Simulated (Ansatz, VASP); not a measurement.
## Two plane-wave programs on Al2Ru

Contents of INCAR:

```
SYSTEM = Al2Ru
PREC = Accurate
ENCUT = 600
EDIFF = 1E-6
ISMEAR = 0
SIGMA = 0.01
LREAL = .FALSE.
LASPH = .TRUE.
NELM = 80
ALGO = Normal
ISIF = 3
LWAVE = .FALSE.
LCHARG = .FALSE.
GGA = PS
IBRION = 2
NSW = 80
EDIFFG = -0.01
```

The input KPOINTS:

```
regular mesh
0
G
  2 2 2
  0 0 0
```

File POSCAR:

```
Al2Ru
1.0
    0.0000000000      3.9898374997      4.3915250777
    2.3524746913      0.0000000000      4.3915250777
    2.3524746913      3.9898374997      0.0000000000
Al Ru
4 2
Direct
    0.0790610300      0.4209389700      0.0790610300
    0.4209389700      0.0790610300      0.4209389700
    0.1709389700      0.8290610300      0.1709389700
    0.8290610300      0.1709389700      0.8290610300
    0.7500000000      0.7500000000      0.7500000000
    0.5000000000      0.5000000000      0.5000000000
```

Input for Ansatz:

```yaml
crystal:
  lattice:
    - [0.0, 3.9898374997, 4.3915250777]
    - [2.3524746913, 0.0, 4.3915250777]
    - [2.3524746913, 3.9898374997, 0.0]
  atoms:
    - { symbol: Al, position: [0.07906103, 0.42093897, 0.07906103] }
    - { symbol: Al, position: [0.42093897, 0.07906103, 0.42093897] }
    - { symbol: Al, position: [0.17093897, 0.82906103, 0.17093897] }
    - { symbol: Al, position: [0.82906103, 0.17093897, 0.82906103] }
    - { symbol: Ru, position: [0.75, 0.75, 0.75] }
    - { symbol: Ru, position: [0.5, 0.5, 0.5] }
basis:
  ecutwfc: 420
kpoints:
  mp_grid: { grid: [2, 2, 2] }
hamiltonian:
  xc: pbesol
scf:
  occupations: { method: gaussian, width: 0.01 }
output:
  forces: true
  stress: true
  eigenvalues: true
relax:
  adjacent_minimum: "off"
  f_tol: 0.01
  max_steps: 60
  cell: { stress_tol: 0.05 }
```

Alike in both runs: task relaxation of cell and atoms; functional PBEsol; k mesh 2 × 2 × 2; occupations gaussian, width 0.01 eV; no spin polarisation.

|  | VASP | Ansatz |
| --- | --- | --- |
| version | VASP 6.6.1 | Ansatz 0.2.0 |
| potentials or method | VASP PAW PBE potentials, release 64 (Al, Ru_pv), cutoff 600 eV | scalar-relativistic, plane waves, PAW |
| valence electrons in the cell | 40 | 44 |

```csv
,VASP,Ansatz,Ansatz less VASP
"gap on the k mesh at the Fermi level, each at its own relaxed structure (eV)",0.29,0.29,+0.002
relaxed volume (Å³/atom),13.75,13.75,-0.005
relaxed length of the cell vector where the two differ most in proportion (Å),4.987,4.986,-0.0011
```

VASP's potentials were made for PBE, not for PBEsol. VASP's potentials hold 40 valence electrons a cell and Ansatz's 44, so a difference there can come from the potentials and not from the codes.

The k mesh is coarse, so the values compare programs but aren't converged.
